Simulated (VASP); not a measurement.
Here is a VASP 6.6.1 calculation.

Contents of INCAR:

```
PREC = Accurate
ENCUT = 520
EDIFF = 1E-6
ISMEAR = 0
SIGMA = 0.05
LREAL = F
LASPH = T
NELM = 60
ALGO = Normal
ISIF = 2
LWAVE = F
LCHARG = T
GGA = CA
LELF = T
LVHAR = T
NBANDS = 24
```

File KPOINTS:

```
regular mesh
0
Gamma
  6 6 4
```

The input POSCAR:

```
KBr
1.0
    3.7342618780      0.0000000000      0.0000000000
    0.0000000000      3.7342618780      0.0000000000
    0.0000000000      0.0000000000      7.4685237561
K Br
2 2
Direct
    0.0000000000      0.0000000000      0.0000000000
    0.0000000000      0.0000000000      0.5000000000
    0.5000000000      0.5000000000      0.2500000000
    0.5000000000      0.5000000000      0.7500000000
```

Potentials or basis: VASP PAW LDA potentials, release 64 (K_sv, Br).

Command:

```console
$ cat potpaw_LDA.64/K_sv/POTCAR potpaw_LDA.64/Br/POTCAR > POTCAR
$ mpirun -np 1 vasp_std > vasp.out
```

Q: What does it give for the pressure?

A: 2.3 GPa.

Q: Predict the band gap on the k mesh.

A: 4.36 eV.

A k mesh can miss the band edges.
